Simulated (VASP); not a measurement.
# GaP4 (P1) in VASP: a series of runs, part 2 of 2

VASP 6.6.1.

## 3. Single point, PBE

This run uses another cell than the first one, of 28.11 Å³/atom.

INCAR

```
SYSTEM = GaP4
ALGO = Normal ; EDIFF = 1E-6
ENCUT = 520 ; GGA = PE
ISIF = 2 ; ISMEAR = 0
LASPH = .True. ; LCHARG = .True.
LELF = .True. ; LREAL = .False.
LVHAR = .True. ; LWAVE = .False.
NBANDS = 44 ; NELM = 60
PREC = Accurate ; SIGMA = 0.1
```

KPOINTS

```
k-points
0
Gamma
  4 4 2
  0 0 0
```

POSCAR

```
GaP4
1.0
    5.2368227435      0.1988881591      0.2474485931
    0.4143864668      5.2020751423     -0.0090486222
    1.5826289709      1.7178517003     10.4136629042
Ga P
2 8
Direct
    0.8502553397      1.0450162141      0.3809734044
    0.6957601160     -0.1241618896      0.0813561978
    0.9165798136      0.3094416992      0.6724760787
    0.6462985135      0.3894365439      0.2071820412
    0.6081028690      0.6366145625      0.6737392301
    0.2011474329      0.8336695042      0.2029227819
    0.8637320330      0.5730612201      0.8196231914
    0.4315060188      0.6373603889      0.3601766898
    0.5721398983      0.2941453693      0.8300232831
    0.2144779652      0.4054163874      0.2715271018
```

Potentials or basis: VASP PAW PBE potentials, release 64 (Ga_d, P).

Launch:

```sh
> cat potpaw_PBE.64/Ga_d/POTCAR potpaw_PBE.64/P/POTCAR > POTCAR
> mpirun -np 1 vasp_std > vasp.out
```

OUTCAR:

```text
SYSTEM = GaP4
   EDIFF = 1E-6
   ENCUT = 520
   GGA = PE
   ISIF = 2
   ISMEAR = 0
   LASPH = .True.
   LREAL = .False.
   NELM = 60
   PREC = Accurate

 ion  position               nearest neighbor table
   1  0.850  0.045  0.381-   4 2.65   6 2.66  10 2.78
   2  0.696  0.876  0.081-   6 2.67   4 2.68
   3  0.917  0.309  0.672-   9 2.21   5 2.21   7 2.22
   4  0.646  0.389  0.207-  10 2.23   8 2.29   1 2.65   2 2.68
   5  0.608  0.637  0.674-   3 2.21   7 2.21   9 2.22
   6  0.201  0.834  0.203-  10 2.23   8 2.29   1 2.66   2 2.67
   7  0.864  0.573  0.820-   9 2.21   5 2.21   3 2.22
   8  0.432  0.637  0.360-  10 2.19   4 2.29   6 2.29
   9  0.572  0.294  0.830-   7 2.21   3 2.21   5 2.22
  10  0.214  0.405  0.272-   8 2.19   6 2.23   4 2.23   1 2.78

  LATTYP: Found a triclinic cell.
 ALAT       =     5.2185614692
 B/A-ratio  =     1.3324883933
 C/A-ratio  =     3.1819687346
 COS(alpha) =     0.0097433015
 COS(beta)  =     0.5928480114
 COS(gamma) =     0.6622247605

  Lattice vectors:

 A1 = (  -0.4143864668,  -5.2020751423,   0.0090486222)
 A2 = (   4.8224362767,  -5.0031869832,   0.2564972153)
 A3 = (  -9.7197894497,  -9.0840749025,   9.9368629624)

Analysis of symmetry for initial positions (statically):
=====================================================================
 Subroutine PRICEL returns:
 Original cell was already a primitive cell.

 Routine SETGRP: Setting up the symmetry group for a
 triclinic supercell.

 Subroutine GETGRP returns: Found  1 space group operations
 (whereof  1 operations were pure point group operations)
 out of a pool of  2 trial point group operations.

The static configuration has the point symmetry C_1 .

Analysis of symmetry for dynamics (positions and initial velocities):
=====================================================================
 Subroutine PRICEL returns:
[... 145 lines left out ...]
   GGA     = PE    functional components
   LHFCALC =     F    Hartree Fock is set to
   AEXX    =    0.0000 exact exchange contribution
   IVDW    =     0    specifies the selected vdW correction
   LEPSILON=     F    determine dielectric tensor
   LRPA    =     F    only Hartree local field effects (RPA)
 non-spin polarized calculation
 Gauss-broadening in eV      SIGMA  =   0.10
  energy-cutoff  :      520.00
  volume of cell :      281.05
 maximum number of plane-waves:      7590
   NGX = 19   NGY = 19   NGZ = 39

 number of electron      66.0000003 magnetization

 Free energy of the ion-electron system (eV)
  ---------------------------------------------------
  ext. energy  EPLUGINS =         0.00000000
  ---------------------------------------------------
  free energy    TOTEN  =       -46.93474638 eV

  energy without entropy =      -46.93474637  energy(sigma->0) =      -46.93474638

 E-fermi :   3.0049     XC(G=0):  -7.9985

 val. band max:        2.6274929635   @ k =   0.2500   0.5000   0.5000
 cond. band min:       3.3732929521   @ k =   0.5000   0.5000   0.0000
 fundamental gap:      0.7457999886
 Fermi energy:         3.0048636983

 k-point     1 :       0.0000    0.0000    0.0000
  band No.  band energies     occupation
      1     -12.9834      2.00000
      2     -12.3935      2.00000
      3     -11.8739      2.00000
      4     -11.8712      2.00000
      5     -11.8363      2.00000
      6     -11.8307      2.00000
[... 929 lines left out ...]
     43       6.0963      0.00000
     44       6.2284      0.00000

------------------------ aborting loop because EDIFF is reached ----------------------------------------

  FORCE on cell =-STRESS in cart. coord.  units (eV):
  Direction    XX          YY          ZZ          XY          YZ          ZX
  --------------------------------------------------------------------------------------
  -------------------------------------------------------------------------------------
  Total       -0.3119979     -0.3030678     -0.4142124      0.0193286     -0.0825656      0.0490115
  in kB       -1.7785901     -1.7276826     -2.3612789      0.1101855     -0.4706773      0.2793971
  external PRESSURE =      -1.9558505 kB  Pullay stress =       0.0000000 kB

 VOLUME and BASIS-vectors are now :
 -----------------------------------------------------------------------------
  energy-cutoff  :      520.00
  volume of cell :      281.05
      direct lattice vectors                 reciprocal lattice vectors
     5.236822744  0.198888159  0.247448593     0.192805023 -0.015404994 -0.026760547
     0.414386467  5.202075142 -0.009048622    -0.005856836  0.192643794 -0.030888677
     1.582628971  1.717851700 10.413662904    -0.004586506  0.000533444  0.096636733

 POSITION                                       TOTAL-FORCE (eV/Angst)
 -----------------------------------------------------------------------------------
      5.07423      1.05774      4.17732        -0.014201     -0.007403     -0.001956
      4.13526      4.83431      1.01146         0.014031     -0.008716      0.001833
      5.99247      2.94725      7.22695        -0.091387      0.097188      0.086808
      3.87382      2.51033      2.31393        -0.064582      0.016655      0.064239
      4.51461      4.59005      7.16081         0.087005     -0.081558      0.086008
      1.71999      4.72541      2.15540         0.004810     -0.041630      0.052958
      6.05784      4.56088      8.74382        -0.096272     -0.097050     -0.105647
      3.09386      4.02015      3.85177        -0.033625     -0.038519     -0.078942
      4.43170      3.06982      8.78250         0.093640      0.077037     -0.072202
      1.72091      2.61811      2.87700         0.100581      0.083995     -0.033099
 -----------------------------------------------------------------------------------
    total drift:                               -0.000104     -0.000371     -0.000030

  FREE ENERGIE OF THE ION-ELECTRON SYSTEM (eV)
  ---------------------------------------------------
  free  energy   TOTEN  =       -46.9347463773 eV

  energy  without entropy=      -46.9347463728  energy(sigma->0) =      -46.93474638
```

Wall time 3.4 min (1 thread of Intel Xeon Platinum 8488C (Sapphire Rapids), shared host); peak memory 0.44 GiB.

Results:

| Item | Value |
| --- | --- |
| Free energy | -46.9347 eV |
| Pressure | -0.2 GPa |
| Largest force | 0.173 eV/Å |
| Band gap on the k mesh | 0.75 eV (least direct gap 0.93 eV) |

Forces on the atoms (eV/Å):
```
Ga  -0.014 -0.007 -0.002
Ga   0.014 -0.009  0.002
P   -0.091  0.097  0.087
P   -0.065  0.017  0.064
P    0.087 -0.082  0.086
P    0.005 -0.042  0.053
P   -0.096 -0.097 -0.106
P   -0.034 -0.039 -0.079
P    0.094  0.077 -0.072
P    0.101  0.084 -0.033
```

Caveat: semilocal functionals underestimate gaps, and a narrow one can read as zero. A k mesh can miss the band edges.
